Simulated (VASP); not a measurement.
# CuO in VASP: single point with LDA

Aim: the single point of CuO with LDA.

Everything below comes from runs of VASP 6.6.1. Logs are shortened: lines on timing, memory, paths and dates and some standing lists are left out, and cuts for length are marked.

## 1. The cell of the first run

The typed cell holds 4 atoms: a = 2.853 Å, b = 2.853 Å, c = 5.044 Å, α = 90.00°, β = 90.00°, γ = 89.84°.

## 2. Single point, LDA

INCAR reads:

```
SYSTEM = CuO
PREC = Accurate
ENCUT = 520
EDIFF = 1E-7
ISMEAR = 0
SIGMA = 0.1
LREAL = .FALSE.
LASPH = .TRUE.
NELM = 60
ALGO = Normal
ISIF = 2
LWAVE = .FALSE.
LCHARG = .FALSE.
NBANDS = 25
```

KPOINTS reads:

```
Automatic mesh
0
G
  14 14 8
  0 0 0
```

POSCAR reads:

```
CuO
1.0
    2.0135916939     -2.0144480502      0.1602068828
    2.0135916939      2.0144480502      0.1602068828
   -0.4003778289      0.0000000000      5.0284547228
Cu O
2 2
Direct
   -0.0057500000      0.4942500000      0.0018500000
    0.4942500000     -0.0057500000      0.5018500000
    0.4942635938      0.4942364062      0.2518500000
    0.4942364062      0.4942635938      0.7518500000
```

Potentials or basis: VASP PAW LDA potentials, release 64 (Cu, O).

On the command line:

```
cat potpaw_LDA.64/Cu/POTCAR potpaw_LDA.64/O/POTCAR > POTCAR
mpirun -np 1 vasp_std > vasp.out
```

OUTCAR:

```text
SYSTEM = CuO
   PREC = Accurate
   ENCUT = 520
   EDIFF = 1E-7
   ISMEAR = 0
   LREAL = .FALSE.
   LASPH = .TRUE.
   NELM = 60
   ISIF = 2

 ion  position               nearest neighbor table
   1  0.994  0.494  0.002-   3 1.90   4 1.90   4 1.90   3 1.90
   2  0.494  0.994  0.502-   4 1.90   3 1.90   4 1.90   3 1.90
   3  0.494  0.494  0.252-   2 1.90   1 1.90   2 1.90   1 1.90
   4  0.494  0.494  0.752-   1 1.90   2 1.90   2 1.90   1 1.90

  LATTYP: Found a base centered monoclinic cell.
 ALAT       =     4.0399097787
 B/A-ratio  =     0.9972737811
 C/A-ratio  =     1.2486340897
 COS(beta)  =    -0.0000593180

  Lattice vectors:

 A1 = (   2.0135916939,  -2.0144480502,   0.1602068828)
 A2 = (   2.0135916939,   2.0144480502,   0.1602068828)
 A3 = (  -0.4003778289,   0.0000000000,   5.0284547228)

Analysis of symmetry for initial positions (statically):
=====================================================================
 Subroutine PRICEL returns:
 Original cell was already a primitive cell.

 Routine SETGRP: Setting up the symmetry group for a
 base centered monoclinic supercell.

 Subroutine GETGRP returns: Found  4 space group operations
 (whereof  1 operations were pure point group operations)
 out of a pool of  4 trial point group operations.

The static configuration has the point symmetry C_1 .
 The point group associated with its full space group is C_2h.

Analysis of symmetry for dynamics (positions and initial velocities):
=====================================================================
 Subroutine PRICEL returns:
 Original cell was already a primitive cell.

 Routine SETGRP: Setting up the symmetry group for a
 base centered monoclinic supercell.

 Subroutine GETGRP returns: Found  4 space group operations
 (whereof  1 operations were pure point group operations)
 out of a pool of  4 trial point group operations.

The dynamic configuration has the point symmetry C_1 .
 The point group associated with its full space group is C_2h.

 Subroutine INISYM returns: Found  4 space group operations
 (whereof  1 operations are pure point group operations),
 and found     1 'primitive' translations

----------------------------------------------------------------------------------------

                                     Primitive cell

  volume of cell :      41.0520

  direct lattice vectors                    reciprocal lattice vectors
     2.013591694 -2.014448050  0.160206883     0.246749354 -0.248206947  0.019646785
     2.013591694  2.014448050  0.160206883     0.246749354  0.248206947  0.019646785
    -0.400377829  0.000000000  5.028454723    -0.015722900  0.000000000  0.197616356

  length of vectors
     2.852756334  2.852756334  5.044369069     0.350539482  0.350539482  0.198240848

  position of ions in fractional coordinates (direct lattice)
     0.994250000  0.494250000  0.001850000
     0.494250000  0.994250000  0.501850000
     0.494263594  0.494236406  0.251850000
     0.494236406  0.494263594  0.751850000

  ion indices of the primitive-cell ions
   primitive index   ion index
                 1           1
                 2           2
                 3           3
                 4           4

----------------------------------------------------------------------------------------

 KPOINTS: Automatic mesh

Automatic generation of k-mesh.
 Grid dimensions read from file:
 generate k-points for:   14   14    8

 Generating k-lattice:

  Cartesian coordinates                     Fractional coordinates (reciprocal lattice)
     0.017624954 -0.017729068  0.001403342     0.071428571 -0.000000000 -0.000000000
     0.017624954  0.017729068  0.001403342    -0.000000000  0.071428571 -0.000000000
    -0.001965362  0.000000000  0.024702045    -0.000000000 -0.000000000  0.125000000

  Length of vectors
     0.025038534  0.025038534  0.024780106

  Shift w.r.t. Gamma in fractional coordinates (k-lattice)
     0.000000000  0.000000000  0.000000000

 Subroutine IBZKPT returns following result:
 ===========================================

 Found    429 irreducible k-points:

 Following reciprocal coordinates:
            Coordinates               Weight
  0.000000  0.000000  0.000000      1.000000
  0.071429  0.000000  0.000000      4.000000
  0.142857  0.000000  0.000000      4.000000
  0.214286  0.000000 -0.000000      4.000000
  0.285714  0.000000 -0.000000      4.000000
  0.357143  0.000000 -0.000000      4.000000
[... 16 lines left out ...]
  0.214286  0.142857  0.000000      4.000000
  0.285714  0.142857  0.000000      4.000000
 [... further k-points ...]
   k-points           NKPTS =    429   k-points in BZ     NKDIM =    429   number of bands    NBANDS=     25
   number of dos      NEDOS =    301   number of ions     NIONS =      4
   total plane-waves  NPLWV =  23040
   dimension x,y,z NGX =    24 NGY =   24 NGZ =   40
   dimension x,y,z NGXF=    48 NGYF=   48 NGZF=   80
   ions per type =               2   2
   NGX,Y,Z   is equivalent  to a cutoff of  13.99, 13.99, 13.18 a.u.
   NGXF,Y,Z  is equivalent  to a cutoff of  27.97, 27.97, 26.37 a.u.
 SYSTEM =  CuO
   PREC   = accura    normal or accurate (medium, high low for compatibility)
   ISTART =      0    job   : 0-new  1-cont  2-samecut
   ICHARG =      2    charge: 1-file 2-atom 10-const
   ISPIN  =      1    spin polarized calculation?
   LNONCOLLINEAR =      F non collinear calculations
   LSORBIT =      F    spin-orbit coupling
   LASPH  =      T    aspherical Exc in radial PAW
   ENCUT  =  520.0 eV  38.22 Ry    6.18 a.u.   5.30  5.30  9.38*2*pi/ulx,y,z
   NELM   =     60;   NELMIN=  2; NELMDL= -5     # of ELM steps
   EDIFF  = 0.1E-06   stopping-criterion for ELM
   LREAL  =      F    real-space projection
   EDIFFG = 0.1E-05   stopping-criterion for IOM
   NSW    =      0    number of steps for IOM
   IBRION =     -1    ionic relax: 0-MD 1-quasi-New 2-CG
   NFREE  =      0    steps in history (QN), initial steepest desc. (CG)
   ISIF   =      2    stress and relaxation
   ISYM   =      2    0-nonsym 1-usesym 2-fastsym
   POTIM  = 0.5000    time-step for ionic-motion
   TEBEG  =    0.0;   TEEND  =   0.0 temperature during run
   PSTRESS=    0.0 pullay stress
   NELECT =      34.0000    total number of electrons
   NUPDOWN=      -1.0000    fix difference up-down
   EMIN   =  10.00;   EMAX   =-10.00  energy-range for DOS
   EFERMI =   0.00;   METHOD = LEGACY
   ISMEAR =     0;   SIGMA  =   0.10  broadening in eV -4-tet -1-fermi 0-gaus
   EFERMI_NEDOS =   21; number of points for ismear=-14 and -15
   IALGO  =     38    algorithm
   IMIX   =      4    mixing-type and parameters
     AMIX     =   0.40;   BMIX     =  1.00
     AMIX_MAG =   1.60;   BMIX_MAG =  1.00
  volume/ion in A,a.u.               =      10.26        69.26
  Fermi-wavevector in a.u.,A,eV,Ry     =   1.537410  2.905283 32.159118  2.363628
  Thomas-Fermi vector in A             =   2.643922
   LORBIT       =      0    0 simple, 1 ext, 2 COOP (PROOUT), +10 PAW based schemes
   GGA     = CA    functional components
   LHFCALC =     F    Hartree Fock is set to
   AEXX    =    0.0000 exact exchange contribution
   IVDW    =     0    specifies the selected vdW correction
   LEPSILON=     F    determine dielectric tensor
   LRPA    =     F    only Hartree local field effects (RPA)
 non-spin polarized calculation
 Gauss-broadening in eV      SIGMA  =   0.10
  energy-cutoff  :      520.00
  volume of cell :       41.05
 maximum number of plane-waves:      1138
 NGX is ok and might be reduce to    24
   NGX = 11   NGY = 11   NGZ = 19

 number of electron      34.0000002 magnetization

 Free energy of the ion-electron system (eV)
  ---------------------------------------------------
  ext. energy  EPLUGINS =         0.00000000
  ---------------------------------------------------
  free energy    TOTEN  =       -23.32951395 eV

  energy without entropy =      -23.31678904  energy(sigma->0) =      -23.32315150

 E-fermi :   5.5782     XC(G=0): -12.2744

 val. band max:        5.5719687900   @ k =   0.5000   0.0714   0.2500
 cond. band min:       5.5797693128   @ k =   0.3571   0.0000   0.1250
 fundamental gap:      0.0078005228
 Fermi energy:         5.5782268290

 k-point     1 :       0.0000    0.0000    0.0000
  band No.  band energies     occupation
      1     -14.6307      2.00000
      2     -13.0670      2.00000
      3      -3.3696      2.00000
      4      -0.4391      2.00000
      5      -0.4330      2.00000
      6       1.3581      2.00000
[... 17 lines left out ...]
     24      20.4101      0.00000
     25      20.5707      0.00000

 k-point     2 :       0.0714    0.0000    0.0000
  band No.  band energies     occupation
      1     -14.5975      2.00000
      2     -13.0571      2.00000
      3      -3.3174      2.00000
      4      -0.4685      2.00000
      5      -0.4207      2.00000
      6       1.0658      2.00000
[... 17 lines left out ...]
     24      20.5099      0.00000
     25      20.6195      0.00000

 k-point     3 :       0.1429    0.0000    0.0000
  band No.  band energies     occupation
      1     -14.5025      2.00000
      2     -13.0303      2.00000
      3      -3.1682      2.00000
      4      -0.5473      2.00000
      5      -0.3780      2.00000
      6       0.3867      2.00000
[... 17 lines left out ...]
     24      20.6974      0.00000
     25      20.7786      0.00000

 k-point     4 :       0.2143    0.0000   -0.0000
  band No.  band energies     occupation
      1     -14.3603      2.00000
      2     -12.9910      2.00000
      3      -2.9431      2.00000
      4      -0.6332      2.00000
      5      -0.3886      2.00000
      6      -0.3149      2.00000
[... 17 lines left out ...]
     24      20.6265      0.00000
     25      21.0352      0.00000
[... 477 lines left out ...]
 k-point    22 :       0.1429    0.1429    0.0000
  band No.  band energies     occupation
      1     -14.3766      2.00000
      2     -12.9960      2.00000
      3      -2.9658      2.00000
      4      -0.5282      2.00000
      5      -0.4378      2.00000
      6       0.2789      2.00000
[... 17 lines left out ...]
     24      18.6281      0.00000
     25      20.9696      0.00000

 k-point    23 :       0.2143    0.1429    0.0000
  band No.  band energies     occupation
      1     -14.2368      2.00000
      2     -12.9589      2.00000
      3      -2.7388      2.00000
      4      -0.5839      2.00000
      5      -0.3899      2.00000
      6      -0.3519      2.00000
[... 17 lines left out ...]
     24      18.5532      0.00000
     25      21.0499      0.00000

 k-point    24 :       0.2857    0.1429    0.0000
  band No.  band energies     occupation
      1     -14.0743      2.00000
      2     -12.9171      2.00000
      3      -2.4714      2.00000
      4      -1.0538      2.00000
      5      -0.6190      2.00000
      6      -0.3215      2.00000
[... 17 lines left out ...]
     24      18.8917      0.00000
     25      20.7535      0.00000

 [... further k-points ...]

------------------------ aborting loop because EDIFF is reached ----------------------------------------

  FORCE on cell =-STRESS in cart. coord.  units (eV):
  Direction    XX          YY          ZZ          XY          YZ          ZX
  --------------------------------------------------------------------------------------
  -------------------------------------------------------------------------------------
  Total        0.2190303      0.2266908      0.3729633      0.0000000      0.0000000     -0.0120807
  in kB        8.5483092      8.8472816     14.5560030      0.0000000      0.0000000     -0.4714850
  external PRESSURE =      10.6505313 kB  Pullay stress =       0.0000000 kB

 VOLUME and BASIS-vectors are now :
 -----------------------------------------------------------------------------
  energy-cutoff  :      520.00
  volume of cell :       41.05
      direct lattice vectors                 reciprocal lattice vectors
     2.013591694 -2.014448050  0.160206883     0.246749354 -0.248206947  0.019646785
     2.013591694  2.014448050  0.160206883     0.246749354  0.248206947  0.019646785
    -0.400377829  0.000000000  5.028454723    -0.015722900  0.000000000  0.197616356

 POSITION                                       TOTAL-FORCE (eV/Angst)
 -----------------------------------------------------------------------------------
      2.99649     -1.00722      0.24777        -0.000000      0.000000     -0.000000
      2.79630      1.00722      2.76200         0.000000      0.000000     -0.000000
      1.88960     -0.00005      1.42478        -0.000000     -0.000094     -0.000000
      1.68941      0.00005      3.93901        -0.000000      0.000094      0.000000
 -----------------------------------------------------------------------------------
    total drift:                               -0.000255      0.000000      0.000167

  FREE ENERGIE OF THE ION-ELECTRON SYSTEM (eV)
  ---------------------------------------------------
  free  energy   TOTEN  =       -23.3295139543 eV

  energy  without entropy=      -23.3167890359  energy(sigma->0) =      -23.32315150
```

It took 9.5 min on 1 thread of Intel Xeon 8259CL, shared host; peak memory 0.44 GiB.

What came out:

- Free energy: -23.3295 eV
- Pressure: 1.1 GPa
- Band gap on the k mesh: zero (bands 17 and 18 overlap by 1.22 eV)

Caveat: semilocal functionals often make such compounds metallic where correlation or magnetic order opens a gap, which also shifts bond lengths. With open d or f shells a metallic result of LDA can be an artefact of self-interaction; +U or a hybrid may open a gap.
